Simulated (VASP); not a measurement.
# TiAl3 in VASP: single point with r2SCAN

Aim: the single point of TiAl3 with r2SCAN.

All numbers are computed with VASP 6.6.1; they aren't measurements. Logs are shortened: lines on timing, memory, paths and dates and some standing lists are left out, and cuts for length are marked.

### 1 The cell of the first run

The cell holds a slab with vacuum, 4 atoms: a = 3.824 Å, b = 3.824 Å, c = 17.141 Å, α = 90.00°, β = 90.00°, γ = 90.00°.

### 2 Single point, r2SCAN

POSCAR

```
TiAl3
1.0
    3.8240007095      0.0000000000      0.0000000000
    0.0000000000      3.8240007095      0.0000000000
    0.0000000000      0.0000000000     17.1409575210
Al Ti
3 1
Direct
    0.5000000000      0.0000000000      0.4375484853
    0.0000000000      0.5000000000      0.4375484853
    0.0000000000      0.0000000000      0.5624515147
    0.5000000000      0.5000000000      0.5624515147
```

INCAR.step1

```
PREC = Accurate
ENCUT = 520
ISMEAR = 0
SIGMA = 0.1
LREAL = False
LASPH = True
NELM = 100
LDIPOL = True
IDIPOL = 3
DIPOL = 0.5 0.5 0.500
NBANDS = 18
GGA = PE
ALGO = Normal
EDIFF = 1E-4
LWAVE = True
LCHARG = False
```

INCAR.step2

```
PREC = Accurate
ENCUT = 520
EDIFF = 1E-6
ISMEAR = 0
SIGMA = 0.1
LREAL = False
LASPH = True
NELM = 100
ALGO = Normal
ISIF = 2
LWAVE = False
LCHARG = False
LDIPOL = True
IDIPOL = 3
DIPOL = 0.5 0.5 0.500
METAGGA = R2SCAN
LMIXTAU = True
NBANDS = 18
ISTART = 1
```

KPOINTS

```
regular mesh
0
Gamma
  9 9 1
```

Potentials or basis: VASP PAW PBE potentials, release 64 (Al, Ti_sv).

The run is started by

```
cat potpaw_PBE.64/Al/POTCAR potpaw_PBE.64/Ti_sv/POTCAR > POTCAR
cp INCAR.step1 INCAR
mpirun -np 1 vasp_std > vasp.out
cp INCAR.step2 INCAR
mpirun -np 1 vasp_std > vasp.out
```

OUTCAR:

```text
PREC = Accurate
   ENCUT = 520
   EDIFF = 1E-6
   ISMEAR = 0
   LREAL = False
   LASPH = True
   NELM = 100
   ISIF = 2
   METAGGA = R2SCAN
   ISTART = 1

 ion  position               nearest neighbor table
   1  0.500  0.000  0.438-   2 2.70   2 2.70   2 2.70   2 2.70   4 2.87   4 2.87   3 2.87   3 2.87

   2  0.000  0.500  0.438-   1 2.70   1 2.70   1 2.70   1 2.70   3 2.87   4 2.87   4 2.87   3 2.87

   3  0.000  0.000  0.562-   4 2.70   4 2.70   4 2.70   4 2.70   2 2.87   1 2.87   1 2.87   2 2.87

   4  0.500  0.500  0.562-   3 2.70   3 2.70   3 2.70   3 2.70   2 2.87   2 2.87   1 2.87   1 2.87

  LATTYP: Found a simple tetragonal cell.
 ALAT       =     3.8240007095
 C/A-ratio  =     4.4824671393

  Lattice vectors:

 A1 = (   3.8240007095,   0.0000000000,   0.0000000000)
 A2 = (   0.0000000000,   3.8240007095,   0.0000000000)
 A3 = (   0.0000000000,   0.0000000000,  17.1409575210)

Analysis of symmetry for initial positions (statically):
=====================================================================
 Subroutine PRICEL returns:
 Original cell was already a primitive cell.

 Routine SETGRP: Setting up the symmetry group for a
 simple tetragonal supercell.

 Subroutine GETGRP returns: Found  8 space group operations
 (whereof  8 operations were pure point group operations)
 out of a pool of 16 trial point group operations.

The static configuration has the point symmetry C_4v.

Analysis of symmetry for dynamics (positions and initial velocities):
=====================================================================
 Subroutine PRICEL returns:
 Original cell was already a primitive cell.

 Routine SETGRP: Setting up the symmetry group for a
 simple tetragonal supercell.

 Subroutine GETGRP returns: Found  8 space group operations
 (whereof  8 operations were pure point group operations)
 out of a pool of 16 trial point group operations.

The dynamic configuration has the point symmetry C_4v.

 Subroutine INISYM returns: Found  8 space group operations
 (whereof  8 operations are pure point group operations),
 and found     1 'primitive' translations

----------------------------------------------------------------------------------------

                                     Primitive cell

  volume of cell :     250.6519

  direct lattice vectors                    reciprocal lattice vectors
     3.824000709  0.000000000  0.000000000     0.261506228  0.000000000  0.000000000
     0.000000000  3.824000709  0.000000000     0.000000000  0.261506228  0.000000000
     0.000000000  0.000000000 17.140957521     0.000000000  0.000000000  0.058339798

  length of vectors
     3.824000709  3.824000709 17.140957521     0.261506228  0.261506228  0.058339798

  position of ions in fractional coordinates (direct lattice)
     0.500000000  0.000000000  0.437548485
     0.000000000  0.500000000  0.437548485
     0.000000000  0.000000000  0.562451515
     0.500000000  0.500000000  0.562451515

  ion indices of the primitive-cell ions
   primitive index   ion index
                 1           1
                 2           2
                 3           3
                 4           4

----------------------------------------------------------------------------------------

 KPOINTS: regular mesh

Automatic generation of k-mesh.
 Grid dimensions read from file:
 generate k-points for:    9    9    1

 Generating k-lattice:

  Cartesian coordinates                     Fractional coordinates (reciprocal lattice)
     0.029056248  0.000000000  0.000000000     0.111111111  0.000000000  0.000000000
     0.000000000  0.029056248  0.000000000     0.000000000  0.111111111  0.000000000
     0.000000000  0.000000000  0.058339798     0.000000000  0.000000000  1.000000000

  Length of vectors
     0.029056248  0.029056248  0.058339798

  Shift w.r.t. Gamma in fractional coordinates (k-lattice)
     0.000000000  0.000000000  0.000000000

 Subroutine IBZKPT returns following result:
 ===========================================

 Found     15 irreducible k-points:

 Following reciprocal coordinates:
            Coordinates               Weight
  0.000000  0.000000  0.000000      1.000000
  0.111111  0.000000  0.000000      4.000000
  0.222222  0.000000  0.000000      4.000000
  0.333333  0.000000  0.000000      4.000000
  0.444444  0.000000  0.000000      4.000000
  0.111111  0.111111  0.000000      4.000000
  0.222222  0.111111  0.000000      8.000000
  0.333333  0.111111  0.000000      8.000000
  0.444444  0.111111  0.000000      8.000000
  0.222222  0.222222  0.000000      4.000000
  0.333333  0.222222  0.000000      8.000000
  0.444444  0.222222  0.000000      8.000000
  0.333333  0.333333  0.000000      4.000000
  0.444444  0.333333  0.000000      8.000000
  0.444444  0.444444  0.000000      4.000000
   k-points           NKPTS =     15   k-points in BZ     NKDIM =     15   number of bands    NBANDS=     18
   number of dos      NEDOS =    301   number of ions     NIONS =      4
   total plane-waves  NPLWV = 100352
   dimension x,y,z NGX =    28 NGY =   28 NGZ =  128
   dimension x,y,z NGXF=    56 NGYF=   56 NGZF=  256
   ions per type =               3   1
   NGX,Y,Z   is equivalent  to a cutoff of  12.17, 12.17, 12.41 a.u.
   NGXF,Y,Z  is equivalent  to a cutoff of  24.35, 24.35, 24.83 a.u.
 SYSTEM =  unknown system
   PREC   = accura    normal or accurate (medium, high low for compatibility)
   ISTART =      1    job   : 0-new  1-cont  2-samecut
   ICHARG =      0    charge: 1-file 2-atom 10-const
   ISPIN  =      1    spin polarized calculation?
   LNONCOLLINEAR =      F non collinear calculations
   LSORBIT =      F    spin-orbit coupling
   LASPH  =      T    aspherical Exc in radial PAW
   ENCUT  =  520.0 eV  38.22 Ry    6.18 a.u.   7.11  7.11 31.87*2*pi/ulx,y,z
   NELM   =    100;   NELMIN=  2; NELMDL=  0     # of ELM steps
   EDIFF  = 0.1E-05   stopping-criterion for ELM
   LREAL  =      F    real-space projection
   EDIFFG = 0.1E-04   stopping-criterion for IOM
   NSW    =      0    number of steps for IOM
   IBRION =     -1    ionic relax: 0-MD 1-quasi-New 2-CG
   NFREE  =      0    steps in history (QN), initial steepest desc. (CG)
   ISIF   =      2    stress and relaxation
   ISYM   =      2    0-nonsym 1-usesym 2-fastsym
   POTIM  = 0.5000    time-step for ionic-motion
   TEBEG  =    0.0;   TEEND  =   0.0 temperature during run
   PSTRESS=    0.0 pullay stress
   NELECT =      21.0000    total number of electrons
   NUPDOWN=      -1.0000    fix difference up-down
   EMIN   =  10.00;   EMAX   =-10.00  energy-range for DOS
   EFERMI =   0.00;   METHOD = LEGACY
   ISMEAR =     0;   SIGMA  =   0.10  broadening in eV -4-tet -1-fermi 0-gaus
   EFERMI_NEDOS =   21; number of points for ismear=-14 and -15
   IALGO  =     38    algorithm
   IMIX   =      4    mixing-type and parameters
     AMIX     =   0.40;   BMIX     =  1.00
     AMIX_MAG =   1.60;   BMIX_MAG =  1.00
  volume/ion in A,a.u.               =      62.66       422.87
  Fermi-wavevector in a.u.,A,eV,Ry     =   0.716348  1.353702  6.981897  0.513155
  Thomas-Fermi vector in A             =   1.804746
   LORBIT       =      0    0 simple, 1 ext, 2 COOP (PROOUT), +10 PAW based schemes
   METAGGA = R2SCAN    functional components
   LHFCALC =     F    Hartree Fock is set to
   AEXX    =    0.0000 exact exchange contribution
   IVDW    =     0    specifies the selected vdW correction
   LEPSILON=     F    determine dielectric tensor
   LRPA    =     F    only Hartree local field effects (RPA)
 non-spin polarized calculation
 Gauss-broadening in eV      SIGMA  =   0.10
  energy-cutoff  :      520.00
  volume of cell :      250.65
 maximum number of plane-waves:      6774
   NGX = 15   NGY = 15   NGZ = 63

 number of electron      21.0000004 magnetization

 dipolmoment           0.000000      0.000000     -0.025856 electrons x Angstroem

 Free energy of the ion-electron system (eV)
  ---------------------------------------------------
  ext. energy  EPLUGINS =         0.00000000
  ---------------------------------------------------
  free energy    TOTEN  =       -31.48650996 eV

  energy without entropy =      -31.47173447  energy(sigma->0) =      -31.47912222

 E-fermi :  -1.0297     XC(G=0):  -3.9390

 val. band max:       -1.1134150768   @ k =   0.4444   0.3333   0.0000
 cond. band min:      -1.0039875151   @ k =   0.4444   0.1111   0.0000
 fundamental gap:      0.1094275617
 Fermi energy:        -1.0296892030

 k-point     1 :       0.0000    0.0000    0.0000
  band No.  band energies     occupation
      1     -60.4304      2.00000
      2     -35.8577      2.00000
      3     -35.5469      2.00000
      4     -35.5469      2.00000
      5     -10.5605      2.00000
      6      -6.6735      2.00000
[... 10 lines left out ...]
     17       2.8012      0.00000
     18       3.0686      0.00000

 k-point     2 :       0.1111    0.0000    0.0000
  band No.  band energies     occupation
      1     -60.4302      2.00000
      2     -35.8575      2.00000
      3     -35.5501      2.00000
      4     -35.5467      2.00000
      5     -10.4293      2.00000
      6      -6.5408      2.00000
[... 10 lines left out ...]
     17       2.9148      0.00000
     18       3.3413      0.00000

 k-point     3 :       0.2222    0.0000    0.0000
  band No.  band energies     occupation
      1     -60.4299      2.00000
      2     -35.8568      2.00000
      3     -35.5581      2.00000
      4     -35.5461      2.00000
      5     -10.0390      2.00000
      6      -6.1595      2.00000
[... 10 lines left out ...]
     17       3.1944      0.00000
     18       3.7121      0.00000

 k-point     4 :       0.3333    0.0000    0.0000
  band No.  band energies     occupation
      1     -60.4294      2.00000
      2     -35.8560      2.00000
      3     -35.5673      2.00000
      4     -35.5454      2.00000
      5      -9.4026      2.00000
      6      -6.0916      2.00000
[... 10 lines left out ...]
     17       3.6181      0.00000
     18       3.7217      0.00000

 k-point     5 :       0.4444    0.0000    0.0000
  band No.  band energies     occupation
      1     -60.4291      2.00000
      2     -35.8555      2.00000
      3     -35.5733      2.00000
      4     -35.5450      2.00000
      5      -8.5755      2.00000
      6      -7.2599      2.00000
[... 10 lines left out ...]
     17       2.9454      0.00000
     18       3.7665      0.00000

 k-point     6 :       0.1111    0.1111    0.0000
  band No.  band energies     occupation
      1     -60.4301      2.00000
      2     -35.8572      2.00000
      3     -35.5500      2.00000
      4     -35.5496      2.00000
      5     -10.2986      2.00000
      6      -6.4104      2.00000
[... 118 lines left out ...]
 k-point    12 :       0.4444    0.2222    0.0000
  band No.  band energies     occupation
      1     -60.4286      2.00000
      2     -35.8545      2.00000
      3     -35.5717      2.00000
      4     -35.5555      2.00000
      5      -8.1044      2.00000
      6      -6.7841      2.00000
[... 10 lines left out ...]
     17       2.7466      0.00000
     18       3.6428      0.00000

 k-point    13 :       0.3333    0.3333    0.0000
  band No.  band energies     occupation
      1     -60.4285      2.00000
      2     -35.8543      2.00000
      3     -35.5651      2.00000
      4     -35.5645      2.00000
      5      -8.3021      2.00000
      6      -5.2981      2.00000
[... 10 lines left out ...]
     17       2.2106      0.00000
     18       3.5814      0.00000

 k-point    14 :       0.4444    0.3333    0.0000
  band No.  band energies     occupation
      1     -60.4282      2.00000
      2     -35.8538      2.00000
      3     -35.5705      2.00000
      4     -35.5641      2.00000
      5      -7.5372      2.00000
      6      -6.2164      2.00000
[... 10 lines left out ...]
     17       2.5511      0.00000
     18       3.0278      0.00000

 k-point    15 :       0.4444    0.4444    0.0000
  band No.  band energies     occupation
      1     -60.4279      2.00000
      2     -35.8533      2.00000
      3     -35.5697      2.00000
      4     -35.5696      2.00000
      5      -6.8394      2.00000
      6      -5.5641      2.00000
[... 10 lines left out ...]
     17       2.1115      0.00000
     18       2.7715      0.00000

------------------------ aborting loop because EDIFF is reached ----------------------------------------

 vacuum level on the upper side and lower side of the slab       (xc-potential included)        -0.128         0.179

  FORCE on cell =-STRESS in cart. coord.  units (eV):
  Direction    XX          YY          ZZ          XY          YZ          ZX
  --------------------------------------------------------------------------------------
  -------------------------------------------------------------------------------------
  Total       -1.9179210     -1.9179210     -1.8502632      0.0000000      0.0000000     -0.0000000
  in kB      -12.2594302    -12.2594302    -11.8269587      0.0000000      0.0000000     -0.0000000
  external PRESSURE =     -12.1152730 kB  Pullay stress =       0.0000000 kB

 VOLUME and BASIS-vectors are now :
 -----------------------------------------------------------------------------
  energy-cutoff  :      520.00
  volume of cell :      250.65
      direct lattice vectors                 reciprocal lattice vectors
     3.824000709  0.000000000  0.000000000     0.261506228  0.000000000  0.000000000
     0.000000000  3.824000709  0.000000000     0.000000000  0.261506228  0.000000000
     0.000000000  0.000000000 17.140957521     0.000000000  0.000000000  0.058339798

 POSITION                                       TOTAL-FORCE (eV/Angst)
 -----------------------------------------------------------------------------------
      1.91200      0.00000      7.50000         0.000000     -0.000000      0.429101
      0.00000      1.91200      7.50000         0.000000     -0.000000      0.429101
      0.00000      0.00000      9.64096         0.000000     -0.000000      0.185383
      1.91200      1.91200      9.64096         0.000000      0.000000     -1.043584
 -----------------------------------------------------------------------------------
    total drift:                                0.000000      0.000000      0.000765

  FREE ENERGIE OF THE ION-ELECTRON SYSTEM (eV)
  ---------------------------------------------------
  free  energy   TOTEN  =       -31.4865099601 eV

  energy  without entropy=      -31.4717344711  energy(sigma->0) =      -31.47912222

 vacuum level on the upper side and lower side of the slab         3.183         3.504
```

Run time: 2.5 min. Hardware: 1 thread of Intel Xeon Platinum 8559C (Emerald Rapids), shared host; peak memory 0.36 GiB.

What came out:

```
Free energy   : -31.4865 eV
Largest force : 1.044 eV/Å
```

Forces on the atoms (eV/Å):
```
Al   0.000  0.000  0.429
Al   0.000  0.000  0.429
Al   0.000  0.000  0.185
Ti   0.000  0.000 -1.044
```

Levels at points of the mesh, in eV from the Fermi level:
```csv
k point,band 6,band 7,band 8,band 9,band 10,band 11,band 12,band 13,band 14,band 15
"(0.00, 0.00, 0.00)",-5.64,-1.53,-1.23,-0.76,-0.76,0.15,0.83,1.78,1.78,2.81
```

Caveat: the PAW data sets were made with another functional, which shifts forces and pressure a little.
